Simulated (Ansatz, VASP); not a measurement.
## One calculation of Be2Tl, two programs

File INCAR:

```
SYSTEM = Be2Tl
PREC = Accurate
ENCUT = 600
EDIFF = 1E-6
ISMEAR = 0
SIGMA = 0.1
LREAL = .False.
LASPH = .True.
NELM = 100
ALGO = Normal
ISIF = 3
LWAVE = .False.
LCHARG = .False.
GGA = PE
IBRION = 2
NSW = 90
EDIFFG = -0.04
```

File KPOINTS:

```
regular mesh
0
Gamma
  4 4 4
  0 0 0
```

POSCAR

```
Be2Tl
1.0
   -2.9981133850      2.9981133850      2.4956330510
    2.9981133850     -2.9981133850      2.4956330510
    2.9981133850      2.9981133850     -2.4956330510
Be Tl
4 2
Direct
    0.6670000000      0.1670000000      0.8340000000
    0.1670000000      0.3330000000      0.5000000000
    0.3330000000      0.8330000000      0.1660000000
    0.8330000000      0.6670000000      0.5000000000
    0.2500000000      0.2500000000      0.0000000000
    0.7500000000      0.7500000000      0.0000000000
```

Input for Ansatz:

```yaml
crystal:
  lattice:
    - [-2.998113385, 2.998113385, 2.495633051]
    - [2.998113385, -2.998113385, 2.495633051]
    - [2.998113385, 2.998113385, -2.495633051]
  atoms:
    - { symbol: Be, position: [0.667, 0.167, 0.834] }
    - { symbol: Be, position: [0.167, 0.333, 0.5] }
    - { symbol: Be, position: [0.333, 0.833, 0.166] }
    - { symbol: Be, position: [0.833, 0.667, 0.5] }
    - { symbol: Tl, position: [0.25, 0.25, 0.0] }
    - { symbol: Tl, position: [0.75, 0.75, 0.0] }
basis:
  ecutwfc: 420
kpoints:
  mp_grid: { grid: [4, 4, 4] }
hamiltonian:
  xc: pbe
scf:
  occupations: { method: gaussian, width: 0.1 }
  lower_state_search: "off"
output:
  forces: true
  stress: true
  eigenvalues: true
relax:
  adjacent_minimum: "off"
  f_tol: 0.04
  max_steps: 70
  cell: { stress_tol: 0.4 }
```

Alike in both runs: task relaxation of cell and atoms; functional PBE; k mesh 4 × 4 × 4; occupations gaussian, width 0.1 eV; no spin polarisation.

|  | VASP | Ansatz |
| --- | --- | --- |
| version | VASP 6.6.1 | Ansatz 0.2.0 |
| potentials or method | VASP PAW PBE potentials, release 64 (Be, Tl_d), cutoff 600 eV | scalar-relativistic, plane waves, PAW |
| valence electrons in the cell | 34 | 34 |

```csv
,VASP,Ansatz,Ansatz less VASP
"gap on the k mesh at the Fermi level, each at its own relaxed structure (eV)",none,none,-
relaxed volume (Å³/atom),14.87,15.75,+0.880
relaxed cell length with the largest relative difference (Å),5.527,5.860,+0.3332
```

A gap of «none» marks a metal or a gap that the smearing closes. One of these differences is far larger than is usual between the two programs; its cause wasn't traced.

The k mesh is coarse, so the values compare programs but aren't converged. Neither program's run includes spin-orbit coupling.
